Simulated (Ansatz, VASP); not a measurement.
# One calculation of Cs, two programs

```
Cs
1.0
     0.00000    5.80918    5.80918
     5.80918    0.00000    5.80918
     5.80918    5.80918    0.00000
Cs
2
Direct
  0.00000 0.00000 0.00000
  0.25000 0.25000 0.25000
```

Change from the starting cell: volume scaled by 1.04.

Alike in both runs: task single point; functional PBE; k mesh 11 × 11 × 11; occupations fermi-dirac, width 0.05 eV; no spin polarisation.

|  | VASP | Ansatz |
| --- | --- | --- |
| version | VASP 6.6.1 | Ansatz 0.2.0 |
| potentials or method | VASP PAW PBE potentials, release 64 (Cs_sv), cutoff 520 eV | all-electron LAPW, scalar-relativistic |

```tsv
	VASP	Ansatz	Ansatz less VASP
pressure (GPa)	0.0	0.0	0.00
```

Ansatz ran all-electron here, and VASP with PAW potentials.

Spin-orbit coupling is off throughout.
